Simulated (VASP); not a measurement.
The system is HfSiO4.

```
CELL_PARAMETERS angstrom
-3.28625 3.28625 2.98160
3.28625 -3.28625 2.98160
3.28625 3.28625 -2.98160
ATOMIC_POSITIONS crystal
Hf 0.75000 0.25000 0.50000
Hf 0.00000 0.00000 0.00000
Si 0.25000 0.75000 0.50000
Si 0.50000 0.50000 0.00000
O 0.13530 0.31980 0.81550
O 0.06980 0.75430 0.68450
O 0.50430 0.31980 0.18450
O 0.06980 0.38530 0.31550
O 0.61470 0.93020 0.68450
O 0.68020 0.86470 0.18450
O 0.24570 0.93020 0.31550
O 0.68020 0.49570 0.81550
```

```yaml
Program: VASP 6.6.1
Task: relaxation of cell and atoms
Functional: PBE
Potentials_or_basis: VASP PAW PBE potentials, release 64 (Hf_pv, Si, O)
Cutoff: 600 eV
k_mesh: 4 × 4 × 4
Occupations: gaussian, width 0.01 eV
Spin: no spin polarisation
```

At the start: pressure 5.5 GPa; volume 10.73 Å³/atom.

Problem. Where does the relaxation end?

Solution. Over 11 steps the energy falls by 4.9 meV/atom and the volume is 10.96 Å³/atom (+2.1 %); space group I4_1/amd (No. 141, to 0.1 Å) before and after.

Step by step:
```
step  energy change (eV)  largest force (eV/Å)  pressure (GPa)  volume (Å³)
   1              0.0000                0.5262            5.52       128.80
   2              0.1523                1.1430           -8.35       135.81
   3             -0.0567                0.1158            0.37       131.12
   4             -0.0567                0.1051            0.47       131.07
   5             -0.0581                0.0723           -0.29       131.67
   6             -0.0585                0.0413           -0.05       131.48
   7             -0.0590                0.0232           -0.05       131.49
   8             -0.0592                0.0043           -0.03       131.51
   9             -0.0592                0.0040           -0.03       131.51
  10             -0.0592                0.0084            0.05       131.47
  11             -0.0592                0.0007            0.01       131.49
```

Final structure:
```yaml
crystal:
  lattice:
    - [-3.30910, 3.30910, 3.00213]
    - [3.30910, -3.30910, 3.00213]
    - [3.30910, 3.30910, -3.00213]
  atoms:
    - { symbol: Hf, position: [0.75000, 0.25000, 0.50000] }
    - { symbol: Hf, position: [0.00000, 0.00000, 0.00000] }
    - { symbol: Si, position: [0.25000, 0.75000, 0.50000] }
    - { symbol: Si, position: [0.50000, 0.50000, 0.00000] }
    - { symbol: O, position: [0.13363, 0.31838, 0.81525] }
    - { symbol: O, position: [0.06838, 0.75313, 0.68475] }
    - { symbol: O, position: [0.50313, 0.31838, 0.18475] }
    - { symbol: O, position: [0.06838, 0.38363, 0.31525] }
    - { symbol: O, position: [0.61637, 0.93162, 0.68475] }
    - { symbol: O, position: [0.68162, 0.86637, 0.18475] }
    - { symbol: O, position: [0.24687, 0.93162, 0.31525] }
    - { symbol: O, position: [0.68162, 0.49687, 0.81525] }
```
